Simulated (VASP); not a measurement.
Input of a VASP 6.6.1 run:

INCAR

```
SYSTEM = NaI
  PREC = Accurate
  ENCUT = 520
  EDIFF = 1E-6
  ISMEAR = 0
  SIGMA = 0.01
  LREAL = .FALSE.
  LASPH = .TRUE.
  NELM = 80
  ALGO = Normal
  ISIF = 2
  LWAVE = .FALSE.
  LCHARG = .TRUE.
  GGA = PE
  LELF = .TRUE.
  LVHAR = .TRUE.
  NBANDS = 14
```

Contents of KPOINTS:

```
regular mesh
0
G
  4 4 4
  0 0 0
```

POSCAR

```
NaI
1.0
    0.0000000000      3.5431916835      3.5431916835
    3.5431916835      0.0000000000      3.5431916835
    3.5431916835      3.5431916835      0.0000000000
Na I
1 1
Direct
    0.0000000000      0.0000000000      0.0000000000
    0.2500000000      0.2500000000      0.2500000000
```

Potentials or basis: VASP PAW PBE potentials, release 64 (Na_pv, I).

The run is started by

```console
$ cat potpaw_PBE.64/Na_pv/POTCAR potpaw_PBE.64/I/POTCAR > POTCAR
$ mpirun -np 1 vasp_std > vasp.out
```

What does it give for the pressure?

0.4 GPa.

Estimate the band gap on the k mesh.

3.82 eV, direct.

Caveat: spin-orbit coupling is left out, which moves the levels of the heavy elements. As with any semilocal functional, this PBE gap is likely too small.
